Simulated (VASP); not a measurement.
# GeB3Br3: single point with PBE

Crystal: GeB3Br3.

```
B Ge Br
1.0
     5.19433    0.00000    0.00000
     0.00000    5.19433    0.00000
     0.00000    0.00000    5.19433
B Ge Br
3 1 3
Cartesian
  2.5972 2.5972 0.0000
  0.0000 2.5972 2.5972
  2.5972 0.0000 2.5972
  2.5972 2.5972 2.5972
  2.5972 0.0000 0.0000
  0.0000 2.5972 0.0000
  0.0000 0.0000 2.5972
```

```
Program                : VASP 6.6.1
Task                   : single point
Functional             : PBE
Potentials or basis    : VASP PAW PBE potentials, release 64 (B, Ge_d, Br)
Cutoff                 : 520 eV
k mesh                 : 4 × 4 × 4
Occupations            : gaussian, width 0.0332 eV
Spin                   : no spin polarisation
Dipole correction      : no
Further INCAR settings : ALGO = Normal; EDIFF = 1e-06; NBANDS = 31
```

```json
{"Pressure": "-7.9 GPa", "Band gap on the k mesh": "zero (band 22 reaches 3.93 eV, above the bottom of band 23 at 1.78 eV)"}
```

Levels at points of the mesh, in eV from the Fermi level:
| k point | band 19 | band 20 | band 21 | band 22 | band 23 | band 24 | band 25 | band 26 |
| --- | --- | --- | --- | --- | --- | --- | --- | --- |
| (0.00, 0.00, 0.00) | -1.89 | -1.89 | -1.16 | -0.62 | -0.62 | -0.62 | 4.99 | 4.99 |
| (0.50, 0.00, 0.00) | -1.94 | -1.37 | -1.37 | -0.72 | -0.10 | 1.15 | 1.78 | 3.56 |
| (0.50, 0.50, 0.00) | -1.45 | -0.73 | -0.73 | 0.45 | 1.01 | 1.01 | 1.61 | 1.85 |
| (0.50, 0.50, 0.50) | 0.20 | 0.20 | 0.20 | 1.19 | 1.19 | 1.19 | 1.37 | 1.37 |

Wall time 27 s on 1 thread of Intel(R) Xeon(R) Platinum 8488C (Sapphire Rapids), on a shared host, peak memory 0.25 GiB.
